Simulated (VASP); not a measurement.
# BaTiO3 (P4mm) in VASP: a series of runs

The runs below take BaTiO3 through single point, with PBE.

Program: VASP 6.6.1. These are calculated values, not measurements. Logs are shortened: lines on timing, memory, paths and dates and some standing lists are left out, and cuts for length are marked.

### 1 The cell of the first run

The structure is tetragonal, space group P4mm (No. 99). Conventional cell: a = 3.946 Å, b = 3.946 Å, c = 3.964 Å, α = 90.00°, β = 90.00°, γ = 90.00°. Ba (site symmetry 4mm) has 12 O at 2.75 to 2.84 Å and 8 Ti at 3.38 to 3.46 Å within 3.6 Å. Ti (site symmetry 4mm) has 6 O at 1.85 to 2.12 Å within 2.5 Å. O (site symmetry 4mm) has 2 Ti at 1.85 to 2.12 Å within 2.5 Å. Within 2.6 Å of O (site symmetry 2mm) lie 2 Ti at 1.98 Å.

### 2 Single point, PBE (12.34 Å³/atom)

Input file INCAR:

```
PREC = Accurate
ENCUT = 520
EDIFF = 1E-6
ISMEAR = -1
SIGMA = 0.08
LREAL = False
LASPH = True
NELM = 100
ALGO = Normal
ISIF = 2
LWAVE = False
LCHARG = True
GGA = PE
LELF = True
LVHAR = True
NBANDS = 28
```

Input file KPOINTS:

```
regular mesh
0
Gamma
  7 7 7
```

Input file POSCAR:

```
BaTiO3
1.0
    3.9457420220      0.0000000000      0.0000000000
    0.0000000000      3.9457420220      0.0000000000
    0.0000000000      0.0000000000      3.9636960459
Ba Ti O
1 1 3
Direct
    0.0000000000      0.0000000000      0.0000000000
    0.5000000000      0.5000000000      0.4820000000
    0.5000000000      0.5000000000      0.0160000000
    0.5000000000      0.0000000000      0.5150000000
    0.0000000000      0.5000000000      0.5150000000
```

Potentials or basis: VASP PAW PBE potentials, release 64 (Ba_sv, Ti_sv, O).

Launch:

```
$ cat potpaw_PBE.64/Ba_sv/POTCAR potpaw_PBE.64/Ti_sv/POTCAR potpaw_PBE.64/O/POTCAR > POTCAR
$ mpirun -np 1 vasp_std > vasp.out
```

OUTCAR:

```text
PREC = Accurate
   ENCUT = 520
   EDIFF = 1E-6
   ISMEAR = -1
   LREAL = False
   LASPH = True
   NELM = 100
   ISIF = 2
   GGA = PE

 ion  position               nearest neighbor table
   1  0.000  0.000  0.000-   4 2.75   5 2.75   5 2.75   4 2.75   3 2.79   3 2.79   3 2.79   3 2.79
                             4 2.84   5 2.84   5 2.84   4 2.84   2 3.38   2 3.38   2 3.38   2 3.38
   2  0.500  0.500  0.482-   3 1.85   4 1.98   5 1.98   4 1.98   5 1.98   3 2.12   1 3.38   1 3.38
                             1 3.38   1 3.38   1 3.46   1 3.46   1 3.46   1 3.46
   3  0.500  0.500  0.016-   2 1.85   2 2.12   1 2.79   1 2.79   1 2.79   1 2.79
   4  0.500  0.000  0.515-   2 1.98   2 1.98   1 2.75   1 2.75   1 2.84   1 2.84
   5  0.000  0.500  0.515-   2 1.98   2 1.98   1 2.75   1 2.75   1 2.84   1 2.84

  LATTYP: Found a simple tetragonal cell.
 ALAT       =     3.9457420220
 C/A-ratio  =     1.0045502275

  Lattice vectors:

 A1 = (   3.9457420220,   0.0000000000,   0.0000000000)
 A2 = (   0.0000000000,   3.9457420220,   0.0000000000)
 A3 = (   0.0000000000,   0.0000000000,   3.9636960459)

Analysis of symmetry for initial positions (statically):
=====================================================================
 Subroutine PRICEL returns:
 Original cell was already a primitive cell.

 Routine SETGRP: Setting up the symmetry group for a
 simple tetragonal supercell.

 Subroutine GETGRP returns: Found  8 space group operations
 (whereof  8 operations were pure point group operations)
 out of a pool of 16 trial point group operations.

The static configuration has the point symmetry C_4v.

Analysis of symmetry for dynamics (positions and initial velocities):
=====================================================================
 Subroutine PRICEL returns:
 Original cell was already a primitive cell.

 Routine SETGRP: Setting up the symmetry group for a
 simple tetragonal supercell.

 Subroutine GETGRP returns: Found  8 space group operations
 (whereof  8 operations were pure point group operations)
 out of a pool of 16 trial point group operations.

The dynamic configuration has the point symmetry C_4v.

 Subroutine INISYM returns: Found  8 space group operations
 (whereof  8 operations are pure point group operations),
 and found     1 'primitive' translations

----------------------------------------------------------------------------------------

                                     Primitive cell

  volume of cell :      61.7103

  direct lattice vectors                    reciprocal lattice vectors
     3.945742022  0.000000000  0.000000000     0.253437755  0.000000000  0.000000000
     0.000000000  3.945742022  0.000000000     0.000000000  0.253437755  0.000000000
     0.000000000  0.000000000  3.963696046     0.000000000  0.000000000  0.252289779

  length of vectors
     3.945742022  3.945742022  3.963696046     0.253437755  0.253437755  0.252289779

  position of ions in fractional coordinates (direct lattice)
     0.000000000  0.000000000  0.000000000
     0.500000000  0.500000000  0.482000000
     0.500000000  0.500000000  0.016000000
     0.500000000  0.000000000  0.515000000
     0.000000000  0.500000000  0.515000000

  ion indices of the primitive-cell ions
   primitive index   ion index
                 1           1
                 2           2
                 3           3
                 4           4
                 5           5

----------------------------------------------------------------------------------------

 KPOINTS: regular mesh

Automatic generation of k-mesh.
 Grid dimensions read from file:
 generate k-points for:    7    7    7

 Generating k-lattice:

  Cartesian coordinates                     Fractional coordinates (reciprocal lattice)
     0.036205394  0.000000000  0.000000000     0.142857143  0.000000000  0.000000000
     0.000000000  0.036205394  0.000000000     0.000000000  0.142857143  0.000000000
     0.000000000  0.000000000  0.036041397     0.000000000  0.000000000  0.142857143

  Length of vectors
     0.036205394  0.036205394  0.036041397

  Shift w.r.t. Gamma in fractional coordinates (k-lattice)
     0.000000000  0.000000000  0.000000000

 Subroutine IBZKPT returns following result:
 ===========================================

 Found     40 irreducible k-points:

 Following reciprocal coordinates:
            Coordinates               Weight
  0.000000  0.000000  0.000000      1.000000
  0.142857  0.000000  0.000000      4.000000
  0.285714  0.000000  0.000000      4.000000
  0.428571  0.000000  0.000000      4.000000
  0.142857  0.142857  0.000000      4.000000
  0.285714  0.142857  0.000000      8.000000
[... 16 lines left out ...]
  0.285714  0.000000  0.285714      8.000000
  0.428571  0.000000  0.285714      8.000000
 [... further k-points ...]
   k-points           NKPTS =     40   k-points in BZ     NKDIM =     40   number of bands    NBANDS=     28
   number of dos      NEDOS =    301   number of ions     NIONS =      5
   total plane-waves  NPLWV =  27000
   dimension x,y,z NGX =    30 NGY =   30 NGZ =   30
   dimension x,y,z NGXF=    60 NGYF=   60 NGZF=   60
   ions per type =               1   1   3
   NGX,Y,Z   is equivalent  to a cutoff of  12.64, 12.64, 12.58 a.u.
   NGXF,Y,Z  is equivalent  to a cutoff of  25.28, 25.28, 25.17 a.u.
 SYSTEM =  unknown system
   PREC   = accura    normal or accurate (medium, high low for compatibility)
   ISTART =      0    job   : 0-new  1-cont  2-samecut
   ICHARG =      2    charge: 1-file 2-atom 10-const
   ISPIN  =      1    spin polarized calculation?
   LNONCOLLINEAR =      F non collinear calculations
   LSORBIT =      F    spin-orbit coupling
   LASPH  =      T    aspherical Exc in radial PAW
   ENCUT  =  520.0 eV  38.22 Ry    6.18 a.u.   7.34  7.34  7.37*2*pi/ulx,y,z
   NELM   =    100;   NELMIN=  2; NELMDL= -5     # of ELM steps
   EDIFF  = 0.1E-05   stopping-criterion for ELM
   LREAL  =      F    real-space projection
[... 7 lines left out ...]
   TEBEG  =    0.0;   TEEND  =   0.0 temperature during run
   PSTRESS=    0.0 pullay stress
   NELECT =      40.0000    total number of electrons
   NUPDOWN=      -1.0000    fix difference up-down
   EMIN   =  10.00;   EMAX   =-10.00  energy-range for DOS
   EFERMI =   0.00;   METHOD = LEGACY
   ISMEAR =    -1;   SIGMA  =   0.08  broadening in eV -4-tet -1-fermi 0-gaus
   EFERMI_NEDOS =   21; number of points for ismear=-14 and -15
   IALGO  =     38    algorithm
   IMIX   =      4    mixing-type and parameters
     AMIX     =   0.40;   BMIX     =  1.00
     AMIX_MAG =   1.60;   BMIX_MAG =  1.00
  volume/ion in A,a.u.               =      12.34        83.29
  Fermi-wavevector in a.u.,A,eV,Ry     =   1.416801  2.677366 27.311324  2.007326
  Thomas-Fermi vector in A             =   2.538098
   LORBIT       =      0    0 simple, 1 ext, 2 COOP (PROOUT), +10 PAW based schemes
   GGA     = PE    functional components
   LHFCALC =     F    Hartree Fock is set to
   AEXX    =    0.0000 exact exchange contribution
   IVDW    =     0    specifies the selected vdW correction
   LEPSILON=     F    determine dielectric tensor
   LRPA    =     F    only Hartree local field effects (RPA)
 non-spin polarized calculation
  energy-cutoff  :      520.00
  volume of cell :       61.71
 maximum number of plane-waves:      1687
 NGX is ok and might be reduce to    30
   NGX = 15   NGY = 15   NGZ = 15

 number of electron      39.9999985 magnetization

 Free energy of the ion-electron system (eV)
  ---------------------------------------------------
  ext. energy  EPLUGINS =         0.00000000
  ---------------------------------------------------
  free energy    TOTEN  =       -39.84548837 eV

  energy without entropy =      -39.84548770  energy(sigma->0) =      -39.84548803

 E-fermi :   5.1527     XC(G=0): -11.4577

 val. band max:        4.0792946198   @ k =   0.4286   0.4286   0.4286
 cond. band min:       6.0404406451   @ k =   0.0000   0.0000   0.0000
 fundamental gap:      1.9611460253
 Fermi energy:         5.1526941466

 k-point     1 :       0.0000    0.0000    0.0000
  band No.  band energies     occupation
      1     -52.2309      2.00000
      2     -28.5149      2.00000
      3     -28.4646      2.00000
      4     -28.4646      2.00000
      5     -20.6106      2.00000
      6     -12.8455      2.00000
[... 20 lines left out ...]
     27       9.2622      0.00000
     28      11.9167      0.00000

 k-point     2 :       0.1429    0.0000    0.0000
  band No.  band energies     occupation
      1     -52.2307      2.00000
      2     -28.5144      2.00000
      3     -28.4768      2.00000
      4     -28.4641      2.00000
      5     -20.5832      2.00000
      6     -12.8749      2.00000
[... 20 lines left out ...]
     27       9.6635      0.00000
     28      12.4068      0.00000

 k-point     3 :       0.2857    0.0000    0.0000
  band No.  band energies     occupation
      1     -52.2301      2.00000
      2     -28.5133      2.00000
      3     -28.5042      2.00000
      4     -28.4630      2.00000
      5     -20.5204      2.00000
      6     -13.0074      2.00000
[... 20 lines left out ...]
     27      10.6962      0.00000
     28      12.6535      0.00000

 k-point     4 :       0.4286    0.0000    0.0000
  band No.  band energies     occupation
      1     -52.2297      2.00000
      2     -28.5261      2.00000
      3     -28.5123      2.00000
      4     -28.4622      2.00000
      5     -20.4686      2.00000
      6     -13.1457      2.00000
[... 578 lines left out ...]
     27      11.0963      0.00000
     28      12.9306      0.00000

 k-point    23 :       0.2857    0.0000    0.2857
  band No.  band energies     occupation
      1     -52.2294      2.00000
      2     -28.5509      2.00000
      3     -28.5020      2.00000
      4     -28.4615      2.00000
      5     -20.4536      2.00000
      6     -12.7990      2.00000
[... 20 lines left out ...]
     27      12.1347      0.00000
     28      13.0040      0.00000

 k-point    24 :       0.4286    0.0000    0.2857
  band No.  band energies     occupation
      1     -52.2289      2.00000
      2     -28.5495      2.00000
      3     -28.5235      2.00000
      4     -28.4607      2.00000
      5     -20.4137      2.00000
      6     -12.7940      2.00000
[... 20 lines left out ...]
     27      12.8378      0.00000
     28      13.2822      0.00000

 [... further k-points ...]

------------------------ aborting loop because EDIFF is reached ----------------------------------------

  FORCE on cell =-STRESS in cart. coord.  units (eV):
  Direction    XX          YY          ZZ          XY          YZ          ZX
  --------------------------------------------------------------------------------------
  -------------------------------------------------------------------------------------
  Total        4.5553238      4.5553238      5.2781927      0.0000000      0.0000000      0.0000000
  in kB      118.2693252    118.2693252    137.0370843      0.0000000      0.0000000      0.0000000
  external PRESSURE =     124.5252449 kB  Pullay stress =       0.0000000 kB

 VOLUME and BASIS-vectors are now :
 -----------------------------------------------------------------------------
  energy-cutoff  :      520.00
  volume of cell :       61.71
      direct lattice vectors                 reciprocal lattice vectors
     3.945742022  0.000000000  0.000000000     0.253437755  0.000000000  0.000000000
     0.000000000  3.945742022  0.000000000     0.000000000  0.253437755  0.000000000
     0.000000000  0.000000000  3.963696046     0.000000000  0.000000000  0.252289779

 POSITION                                       TOTAL-FORCE (eV/Angst)
 -----------------------------------------------------------------------------------
      0.00000      0.00000      0.00000         0.000000     -0.000000     -0.043033
      1.97287      1.97287      1.91050        -0.000000      0.000000      0.327187
      1.97287      1.97287      0.06342        -0.000000     -0.000000     -0.010646
      1.97287      0.00000      2.04130        -0.000000     -0.000000     -0.136754
      0.00000      1.97287      2.04130         0.000000     -0.000000     -0.136754
 -----------------------------------------------------------------------------------
    total drift:                                0.000000      0.000000     -0.000575

  FREE ENERGIE OF THE ION-ELECTRON SYSTEM (eV)
  ---------------------------------------------------
  free  energy   TOTEN  =       -39.8454883699 eV

  energy  without entropy=      -39.8454876959  energy(sigma->0) =      -39.84548803
```

It took 46 s on 1 thread of Intel Xeon 6975P-C (Granite Rapids), shared host; peak memory 0.21 GiB.

What came out:

```yaml
Free_energy: -39.8455 eV
Pressure: 12.5 GPa
Largest_force: 0.327 eV/Å
Band_gap_on_the_k_mesh: 1.96 eV (least direct gap 2.16 eV)
```

Forces on the atoms (eV/Å):
```
Ba   0.000  0.000 -0.043
Ti   0.000  0.000  0.327
O    0.000  0.000 -0.011
O    0.000  0.000 -0.137
O    0.000  0.000 -0.137
```

Caveat: the cell stands under pressure; spin-orbit coupling is left out, which moves the levels of the heavy elements; an odd mesh through Γ misses points on the zone boundary, where band edges can lie.

### 3 Single point, PBE (12.73 Å³/atom)

This run uses another cell than the first one, of 12.73 Å³/atom.

Input file INCAR:

```
  PREC = Accurate
  ENCUT = 520
  EDIFF = 1E-7
  ISMEAR = -1
  SIGMA = 0.08
  LREAL = False
  LASPH = True
  NELM = 80
  ALGO = Normal
  ISIF = 2
  LWAVE = False
  LCHARG = False
  GGA = PE
  NBANDS = 28
```

Input file KPOINTS:

```
Automatic mesh
0
Gamma
  7 7 7
```

Edit POSCAR of step 2 so:

```diff
@@ -2,5 +2,5 @@
 1.0
-    3.9457420220      0.0000000000      0.0000000000
-    0.0000000000      3.9457420220      0.0000000000
-    0.0000000000      0.0000000000      3.9636960459
+    3.9864226426      0.0000000000      0.0000000000
+    0.0000000000      3.9864226426      0.0000000000
+    0.0000000000      0.0000000000      4.0045617725
 Ba Ti O
```

Potentials or basis: VASP PAW PBE potentials, release 64 (Ba_sv, Ti_sv, O).

Launch:

```
$ cat potpaw_PBE.64/Ba_sv/POTCAR potpaw_PBE.64/Ti_sv/POTCAR potpaw_PBE.64/O/POTCAR > POTCAR
$ mpirun -np 1 vasp_std > vasp.out
```

It took 41 s on 1 thread of Intel Xeon 6975P-C (Granite Rapids), shared host; peak memory 0.21 GiB.

It converged, with:

```yaml
Free_energy: -39.9594 eV
Pressure: 6.3 GPa
Largest_force: 0.229 eV/Å
Band_gap_on_the_k_mesh: 1.90 eV (least direct gap 2.12 eV)
```

Forces in eV/Å, atoms in the order of the input:
```
Ba   0.000  0.000 -0.063
Ti   0.000  0.000  0.140
O    0.000  0.000  0.229
O    0.000  0.000 -0.153
O    0.000  0.000 -0.153
```

Stress tensor (GPa, compression positive):
```
5.74 0.00 0.00
0.00 5.74 0.00
0.00 0.00 7.39
```

Levels at points of the mesh, in eV from the valence-band top:
| k point | band 17 | band 18 | band 19 | band 20 | band 21 | band 22 | band 23 | band 24 |
| --- | --- | --- | --- | --- | --- | --- | --- | --- |
| (0.00, 0.00, 0.00) | -1.06 | -0.26 | -0.22 | -0.22 | 1.90 | 2.20 | 2.20 | 4.15 |

Caveat: the cell stands under pressure; spin-orbit coupling is left out, which moves the levels of the heavy elements; an odd mesh through Γ misses points on the zone boundary, where band edges can lie.

### 4 Single point, PBE (13.11 Å³/atom)

This run uses another cell than the first one, of 13.11 Å³/atom.

Input file INCAR:

```
SYSTEM = BaTiO3
ALGO = Normal
EDIFF = 1E-6
ENCUT = 520
GGA = PE
ISIF = 2
ISMEAR = -1
LASPH = .TRUE.
LCHARG = .FALSE.
LREAL = .FALSE.
LWAVE = .FALSE.
NBANDS = 28
NELM = 100
PREC = Accurate
SIGMA = 0.08
```

Input file KPOINTS:

```
k-points
0
G
  7 7 7
  0 0 0
```

Edit POSCAR of step 3 so:

```diff
@@ -2,5 +2,5 @@
 1.0
-    3.9864226426      0.0000000000      0.0000000000
-    0.0000000000      3.9864226426      0.0000000000
-    0.0000000000      0.0000000000      4.0045617725
+    4.0262895137      0.0000000000      0.0000000000
+    0.0000000000      4.0262895137      0.0000000000
+    0.0000000000      0.0000000000      4.0446100470
 Ba Ti O
```

Launch:

```
$ cat potpaw_PBE.64/Ba_sv/POTCAR potpaw_PBE.64/Ti_sv/POTCAR potpaw_PBE.64/O/POTCAR > POTCAR
$ mpirun -np 1 vasp_std > vasp.out
```

Run time: 38 s. Hardware: 1 thread of Intel Xeon 6975P-C (Granite Rapids), shared host; peak memory 0.21 GiB.

It converged, with:

| Property | Result |
| --- | --- |
| Free energy | -40.0048 eV |
| Pressure | 1.0 GPa |
| Largest force | 0.446 eV/Å |
| Band gap on the k mesh | 1.83 eV (least direct gap 2.08 eV) |

Forces on the atoms (eV/Å):
```
Ba   0.000  0.000 -0.080
Ti   0.000  0.000 -0.032
O    0.000  0.000  0.446
O    0.000  0.000 -0.167
O    0.000  0.000 -0.167
```

Stress tensor (GPa, compression positive):
```
0.57 0.00 0.00
0.00 0.57 0.00
0.00 0.00 2.00
```

Levels at points of the mesh, in eV from the valence-band top:
| k point | band 18 | band 19 | band 20 | band 21 | band 22 | band 23 |
| --- | --- | --- | --- | --- | --- | --- |
| (0.00, 0.00, 0.00) | -0.28 | -0.25 | -0.25 | 1.83 | 2.12 | 2.12 |

Caveat: spin-orbit coupling is left out, which moves the levels of the heavy elements; an odd mesh through Γ misses points on the zone boundary, where band edges can lie.

### 5 Overview

| cell | gap on the mesh (eV) | pressure (GPa) | largest force (eV/Å) |
| --- | --- | --- | --- |
| a = 3.946, b = 3.946, c = 3.964 Å, 5 atoms | 1.96 | 12.5 | 0.33 |
| a = 3.986, b = 3.986, c = 4.005 Å, 5 atoms | 1.90 | 6.3 | 0.23 |
| a = 4.026, b = 4.026, c = 4.045 Å, 5 atoms | 1.83 | 1.0 | 0.45 |

Alike in all rows: task single point; level PBE; potentials or basis VASP PAW PBE potentials, release 64 (Ba_sv, Ti_sv, O); no spin polarisation; k mesh 7 × 7 × 7; cutoff (eV) 520; smearing fermi-dirac 0.08 eV.

Caveats: spin-orbit coupling is left out, which moves the levels of the heavy elements; an odd mesh through Γ misses points on the zone boundary, where band edges can lie; the cell stands under pressure (at least some runs).

Absolute energies hang on the potentials; compare differences alone.
